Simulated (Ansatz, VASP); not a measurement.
KF: VASP beside Ansatz

```xyz
2
Lattice="-0.1003 2.6735 2.6735 2.5732 0.0000 2.5732 2.6735 2.6735 -0.1003" Properties=species:S:1:pos:R:3 pbc="T T T"
K     0.0000    0.0000    0.0000
F     2.5732    2.6735    2.5732
```

Change from the starting cell: strain -0.0750 x Voigt [0, 0, 0, 0, 1, 0], atoms carried along.

Alike in both runs: task single point; functional PBE; k mesh 8 × 8 × 8; occupations gaussian, width 0.05 eV; no spin polarisation.

|  | VASP | Ansatz |
| --- | --- | --- |
| version | VASP 6.6.1 | Ansatz 0.2.0 |
| potentials or method | VASP PAW PBE potentials, release 64 (K_sv, F), cutoff 520 eV | scalar-relativistic, plane waves, PAW |
| valence electrons in the cell | 16 | 16 |

|  | VASP | Ansatz | Ansatz less VASP |
| --- | --- | --- | --- |
| gap on the k mesh at the Fermi level (eV) | 6.10 | 6.12 | +0.016 |
| least direct gap on the mesh (eV) | 6.10 | 6.12 | +0.016 |
| pressure (GPa) | 1.3 | 1.3 | -0.04 |
| traceless stress, the component that is largest in VASP (GPa) | 0.99 | 1.00 | +0.014 |
